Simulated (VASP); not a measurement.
## LaNiF6: single point with r2SCAN

The system is LaNiF6.

```xyz
8
Lattice="3.5732 2.0630 2.2414 -3.5732 2.0630 2.2414 0.0000 -4.1260 2.2414" Properties=species:S:1:pos:R:3 pbc="T T T"
La    0.0000    0.0000    3.3621
Ni    0.0000    0.0000    0.0000
F    -2.2869    1.3203    3.2904
F     0.0000   -2.6407    3.2904
F     2.2869    1.3203    3.2904
F     2.2869   -1.3203    3.4338
F    -2.2869   -1.3203    3.4338
F     0.0000    2.6407    3.4338
```

- Program: VASP 6.6.1
- Task: single point
- Functional: r2SCAN
- Potentials or basis: VASP PAW PBE potentials, release 64 (La, Ni, F)
- Cutoff: 520 eV
- k mesh: 4 × 4 × 4
- Occupations: fermi-dirac, width 0.1 eV
- Spin: no spin polarisation
- Dipole correction: no
- Further INCAR settings: ALGO = Normal; EDIFF = 1e-06; NBANDS = 42

```
Pressure      : -2.3 GPa
Largest force : 1.224 eV/Å
```

Forces on the atoms (eV/Å):
```
La   0.000  0.000  0.000
Ni   0.000  0.000  0.000
F    0.482 -0.278  1.090
F    0.000  0.556  1.090
F   -0.482 -0.278  1.090
F   -0.482  0.278 -1.090
F    0.482  0.278 -1.090
F    0.000 -0.556 -1.090
```

Stress tensor (GPa, compression positive):
```
-3.60  0.00  0.00
 0.00 -3.60  0.00
 0.00  0.00  0.19
```

Levels at points of the mesh, in eV from the Fermi level:
| k point | band 27 | band 28 | band 29 | band 30 | band 31 | band 32 | band 33 | band 34 | band 35 | band 36 |
| --- | --- | --- | --- | --- | --- | --- | --- | --- | --- | --- |
| (0.00, 0.00, 0.00) | -3.46 | -2.89 | -2.34 | -2.33 | -2.33 | -0.10 | -0.10 | 2.49 | 2.49 | 2.50 |
| (0.50, 0.00, 0.00) | -3.44 | -3.37 | -2.31 | -2.28 | -2.09 | 0.15 | 0.36 | 2.49 | 2.51 | 2.52 |
| (0.50, 0.50, 0.00) | -3.68 | -3.66 | -2.53 | -2.33 | -1.98 | -0.05 | 0.32 | 2.49 | 2.51 | 2.53 |
| (0.50, 0.50, 0.50) | -3.83 | -3.29 | -2.42 | -2.10 | -2.10 | 0.05 | 0.05 | 2.47 | 2.55 | 2.55 |

Wall time 110 s on 1 thread of Intel(R) Xeon(R) 6975P-C (Granite Rapids), with other jobs on the host, peak memory 0.24 GiB.

Caveat: the PAW data sets were made with another functional, which shifts forces and pressure a little; spin-orbit coupling is left out, which moves the levels of the heavy elements; an odd number of electrons without spin polarisation forces a metal; a magnetic or distorted state may lie lower; the run has no spin polarisation, though such a crystal can be magnetic; semilocal functionals often make such compounds metallic where correlation or magnetic order opens a gap, which also shifts bond lengths. Spin polarisation is off, so any magnetic state and its effect on volume and gap are missing.
